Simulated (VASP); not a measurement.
# Cs (P6/mmm) in VASP: further runs, part 3 of 4

VASP 6.6.1. Earlier steps stand in the parts before.

### 5 Single point, PBE

This run uses another cell than the first one, of 118.29 Å³/atom.

Input file INCAR:

```
PREC = Accurate ; ENCUT = 520
EDIFF = 1E-6 ; ISMEAR = -1
SIGMA = 0.08 ; LREAL = False
LASPH = True ; NELM = 100
ALGO = Normal ; ISIF = 2
LWAVE = False ; LCHARG = False
GGA = PE ; NBANDS = 20
```

Input file KPOINTS:

```
Automatic mesh
0
Gamma
  4 4 6
```

Input file POSCAR:

```
Cs
1.0
    8.8321593377      0.0000000000      0.0000000000
   -4.4160796688      7.6488743567      0.0000000000
    0.0000000000      0.0000000000      5.2528610179
Cs
3
Direct
    0.0000000000      0.0000000000      0.0000000000
    0.3333333333      0.6666666667      0.5000000000
    0.6666666667      0.3333333333      0.5000000000
```

Potentials or basis: VASP PAW PBE potentials, release 64 (Cs_sv).

On the command line:

```
cat potpaw_PBE.64/Cs_sv/POTCAR > POTCAR
mpirun -np 1 vasp_std > vasp.out
```

OUTCAR:

```text
PREC = Accurate
   ENCUT = 520
   EDIFF = 1E-6
   ISMEAR = -1
   LREAL = False
   LASPH = True
   NELM = 100
   ISIF = 2
   GGA = PE

 ion  position               nearest neighbor table
   1  0.000  0.000  0.000-
   2  0.333  0.667  0.500-
   3  0.667  0.333  0.500-

  LATTYP: Found a hexagonal cell.
 ALAT       =     8.8321593377
 C/A-ratio  =     0.5947425558

  Lattice vectors:

 A1 = (   8.8321593377,   0.0000000000,   0.0000000000)
 A2 = (  -4.4160796688,   7.6488743567,   0.0000000000)
 A3 = (   0.0000000000,   0.0000000000,   5.2528610179)

Analysis of symmetry for initial positions (statically):
=====================================================================
 Subroutine PRICEL returns:
 Original cell was already a primitive cell.

 Routine SETGRP: Setting up the symmetry group for a
 hexagonal supercell.

 Subroutine GETGRP returns: Found 24 space group operations
 (whereof 24 operations were pure point group operations)
 out of a pool of 24 trial point group operations.

The static configuration has the point symmetry D_6h.

Analysis of symmetry for dynamics (positions and initial velocities):
=====================================================================
 Subroutine PRICEL returns:
 Original cell was already a primitive cell.

 Routine SETGRP: Setting up the symmetry group for a
 hexagonal supercell.

 Subroutine GETGRP returns: Found 24 space group operations
 (whereof 24 operations were pure point group operations)
 out of a pool of 24 trial point group operations.

The dynamic configuration has the point symmetry D_6h.

 Subroutine INISYM returns: Found 24 space group operations
 (whereof 24 operations are pure point group operations),
 and found     1 'primitive' translations

----------------------------------------------------------------------------------------

                                     Primitive cell

  volume of cell :     354.8627

  direct lattice vectors                    reciprocal lattice vectors
     8.832159338  0.000000000  0.000000000     0.113222595  0.065369096  0.000000000
    -4.416079669  7.648874357  0.000000000     0.000000000  0.130738191  0.000000000
     0.000000000  0.000000000  5.252861018     0.000000000  0.000000000  0.190372446

  length of vectors
     8.832159338  8.832159338  5.252861018     0.130738191  0.130738191  0.190372446

  position of ions in fractional coordinates (direct lattice)
     0.000000000  0.000000000  0.000000000
     0.333333333  0.666666667  0.500000000
     0.666666667  0.333333333  0.500000000

  ion indices of the primitive-cell ions
   primitive index   ion index
                 1           1
                 2           2
                 3           3

----------------------------------------------------------------------------------------

 KPOINTS: Automatic mesh

Automatic generation of k-mesh.
 Grid dimensions read from file:
 generate k-points for:    4    4    6

 Generating k-lattice:

  Cartesian coordinates                     Fractional coordinates (reciprocal lattice)
     0.028305649  0.016342274  0.000000000     0.250000000 -0.000000000  0.000000000
     0.000000000  0.032684548  0.000000000     0.000000000  0.250000000  0.000000000
     0.000000000  0.000000000  0.031728741     0.000000000  0.000000000  0.166666667

  Length of vectors
     0.032684548  0.032684548  0.031728741

  Shift w.r.t. Gamma in fractional coordinates (k-lattice)
     0.000000000  0.000000000  0.000000000

 Subroutine IBZKPT returns following result:
 ===========================================

 Found     16 irreducible k-points:

 Following reciprocal coordinates:
            Coordinates               Weight
  0.000000  0.000000  0.000000      1.000000
  0.250000  0.000000  0.000000      6.000000
  0.500000  0.000000  0.000000      3.000000
  0.250000  0.250000  0.000000      6.000000
  0.000000  0.000000  0.166667      2.000000
  0.250000  0.000000  0.166667     12.000000
[... 8 lines left out ...]
  0.500000  0.000000  0.500000      3.000000
  0.250000  0.250000  0.500000      6.000000
   k-points           NKPTS =     16   k-points in BZ     NKDIM =     16   number of bands    NBANDS=     20
   number of dos      NEDOS =    301   number of ions     NIONS =      3
   total plane-waves  NPLWV = 196000
   dimension x,y,z NGX =    70 NGY =   70 NGZ =   40
   dimension x,y,z NGXF=   140 NGYF=  140 NGZF=   80
   ions per type =               3
   NGX,Y,Z   is equivalent  to a cutoff of  13.18, 13.18, 12.66 a.u.
   NGXF,Y,Z  is equivalent  to a cutoff of  26.35, 26.35, 25.32 a.u.
 SYSTEM =  unknown system
   PREC   = accura    normal or accurate (medium, high low for compatibility)
   ISTART =      0    job   : 0-new  1-cont  2-samecut
   ICHARG =      2    charge: 1-file 2-atom 10-const
   ISPIN  =      1    spin polarized calculation?
   LNONCOLLINEAR =      F non collinear calculations
   LSORBIT =      F    spin-orbit coupling
   LASPH  =      T    aspherical Exc in radial PAW
   ENCUT  =  520.0 eV  38.22 Ry    6.18 a.u.  16.42 16.42  9.77*2*pi/ulx,y,z
   NELM   =    100;   NELMIN=  2; NELMDL= -5     # of ELM steps
   EDIFF  = 0.1E-05   stopping-criterion for ELM
   LREAL  =      F    real-space projection
   EDIFFG = 0.1E-04   stopping-criterion for IOM
   NSW    =      0    number of steps for IOM
   IBRION =     -1    ionic relax: 0-MD 1-quasi-New 2-CG
   NFREE  =      0    steps in history (QN), initial steepest desc. (CG)
   ISIF   =      2    stress and relaxation
   ISYM   =      2    0-nonsym 1-usesym 2-fastsym
   POTIM  = 0.5000    time-step for ionic-motion
   TEBEG  =    0.0;   TEEND  =   0.0 temperature during run
   PSTRESS=    0.0 pullay stress
   NELECT =      27.0000    total number of electrons
   NUPDOWN=      -1.0000    fix difference up-down
   EMIN   =  10.00;   EMAX   =-10.00  energy-range for DOS
   EFERMI =   0.00;   METHOD = LEGACY
   ISMEAR =    -1;   SIGMA  =   0.08  broadening in eV -4-tet -1-fermi 0-gaus
   EFERMI_NEDOS =   21; number of points for ismear=-14 and -15
   IALGO  =     38    algorithm
   IMIX   =      4    mixing-type and parameters
     AMIX     =   0.40;   BMIX     =  1.00
     AMIX_MAG =   1.60;   BMIX_MAG =  1.00
  volume/ion in A,a.u.               =     118.29       798.24
  Fermi-wavevector in a.u.,A,eV,Ry     =   0.693707  1.310916  6.547520  0.481229
  Thomas-Fermi vector in A             =   1.775996
   LORBIT       =      0    0 simple, 1 ext, 2 COOP (PROOUT), +10 PAW based schemes
   GGA     = PE    functional components
   LHFCALC =     F    Hartree Fock is set to
   AEXX    =    0.0000 exact exchange contribution
   IVDW    =     0    specifies the selected vdW correction
   LEPSILON=     F    determine dielectric tensor
   LRPA    =     F    only Hartree local field effects (RPA)
 non-spin polarized calculation
  energy-cutoff  :      520.00
  volume of cell :      354.86
 maximum number of plane-waves:      9656
 NGX is ok and might be reduce to    70
   NGX = 33   NGY = 33   NGZ = 19

 number of electron      26.9999997 magnetization

 Free energy of the ion-electron system (eV)
  ---------------------------------------------------
  ext. energy  EPLUGINS =         0.00000000
  ---------------------------------------------------
  free energy    TOTEN  =        -2.56763505 eV

  energy without entropy =       -2.49324485  energy(sigma->0) =       -2.53043995

 E-fermi :   0.3893     XC(G=0):  -5.3351

 val. band max:        0.3796988461   @ k =   0.2500   0.0000   0.0000
 cond. band min:       0.4130261257   @ k =   0.5000   0.0000   0.0000
 fundamental gap:      0.0333272796
 Fermi energy:         0.3893457627

 k-point     1 :       0.0000    0.0000    0.0000
  band No.  band energies     occupation
      1     -23.5218      2.00000
      2     -23.5140      2.00000
      3     -23.4420      2.00000
      4     -10.3739      2.00000
      5     -10.3739      2.00000
      6     -10.3004      2.00000
[... 12 lines left out ...]
     19       1.3650      0.00001
     20       2.5445      0.00000
[... 323 lines left out ...]
 k-point    16 :       0.2500    0.2500    0.5000
  band No.  band energies     occupation
      1     -23.5157      2.00000
      2     -23.5131      2.00000
      3     -23.4386      2.00000
      4     -10.3815      2.00000
      5     -10.3784      2.00000
      6     -10.3707      2.00000
[... 12 lines left out ...]
     19       2.0380      0.00000
     20       2.2837      0.00000

------------------------ aborting loop because EDIFF is reached ----------------------------------------

  FORCE on cell =-STRESS in cart. coord.  units (eV):
  Direction    XX          YY          ZZ          XY          YZ          ZX
  --------------------------------------------------------------------------------------
  -------------------------------------------------------------------------------------
  Total       -0.0210490     -0.0210490     -0.0267859     -0.0000000     -0.0000000      0.0000000
  in kB       -0.0950348     -0.0950348     -0.1209365     -0.0000000     -0.0000000      0.0000000
  external PRESSURE =      -0.1036687 kB  Pullay stress =       0.0000000 kB

 VOLUME and BASIS-vectors are now :
 -----------------------------------------------------------------------------
  energy-cutoff  :      520.00
  volume of cell :      354.86
      direct lattice vectors                 reciprocal lattice vectors
     8.832159338  0.000000000  0.000000000     0.113222595  0.065369096  0.000000000
    -4.416079669  7.648874357  0.000000000     0.000000000  0.130738191  0.000000000
     0.000000000  0.000000000  5.252861018     0.000000000  0.000000000  0.190372446

 POSITION                                       TOTAL-FORCE (eV/Angst)
 -----------------------------------------------------------------------------------
      0.00000      0.00000      0.00000         0.000000      0.000000      0.000000
     -0.00000      5.09925      2.62643         0.000000      0.000000      0.000000
      4.41608      2.54962      2.62643        -0.000000     -0.000000      0.000000
 -----------------------------------------------------------------------------------
    total drift:                                0.000000     -0.000000     -0.000000

  FREE ENERGIE OF THE ION-ELECTRON SYSTEM (eV)
  ---------------------------------------------------
  free  energy   TOTEN  =        -2.5676350483 eV

  energy  without entropy=       -2.4932448486  energy(sigma->0) =       -2.53043995
```

OSZICAR:

```text
N       E                     dE             d eps       ncg     rms          rms(c)
DAV:   1     0.210770684709E+03    0.21077E+03   -0.89237E+03   640   0.979E+02
DAV:   2     0.291019683005E+02   -0.18167E+03   -0.17855E+03   860   0.173E+02
DAV:   3    -0.189587051546E+01   -0.30998E+02   -0.30907E+02   764   0.761E+01
DAV:   4    -0.255581550528E+01   -0.65994E+00   -0.65936E+00   768   0.147E+01
DAV:   5    -0.256292494784E+01   -0.71094E-02   -0.71075E-02   896   0.137E+00    0.229E-01
DAV:   6    -0.256449540356E+01   -0.15705E-02   -0.45541E-03   796   0.308E-01    0.159E-01
DAV:   7    -0.256728037621E+01   -0.27850E-02   -0.98433E-03   784   0.444E-01    0.638E-02
DAV:   8    -0.256762655996E+01   -0.34618E-03   -0.59003E-04   800   0.111E-01    0.126E-02
DAV:   9    -0.256763456744E+01   -0.80075E-05   -0.30203E-05   884   0.230E-02    0.576E-03
DAV:  10    -0.256763504827E+01   -0.48083E-06   -0.35935E-06   628   0.737E-03
   1 F= -.25676350E+01 E0= -.25304399E+01  d E =-.743902E-01
```

Wall time 2.3 min (1 thread of Intel Xeon 6975P-C (Granite Rapids), shared host); peak memory 0.45 GiB.

Results:

| Quantity | Value |
| --- | --- |
| Free energy | -2.5676 eV |
| Pressure | 0.0 GPa |
| Band gap on the k mesh | zero (an odd number of electrons rules out a gap without spin polarisation) |

Levels at points of the mesh, in eV from the Fermi level:
| k point | band 11 | band 12 | band 13 | band 14 | band 15 | band 16 |
| --- | --- | --- | --- | --- | --- | --- |
| (0.00, 0.00, 0.00) | -10.62 | -10.59 | -1.65 | 0.69 | 0.85 | 0.85 |
| (0.50, 0.00, 0.00) | -10.63 | -10.59 | -0.84 | -0.84 | 0.02 | 0.80 |
| (0.00, 0.00, 0.50) | -10.63 | -10.63 | -0.19 | 0.05 | 0.77 | 0.77 |
| (0.50, 0.00, 0.50) | -10.63 | -10.62 | 0.18 | 0.19 | 0.68 | 0.76 |

Caveat: spin-orbit coupling is left out, which moves the levels of the heavy elements.

(Continued in part 4 of 4.)
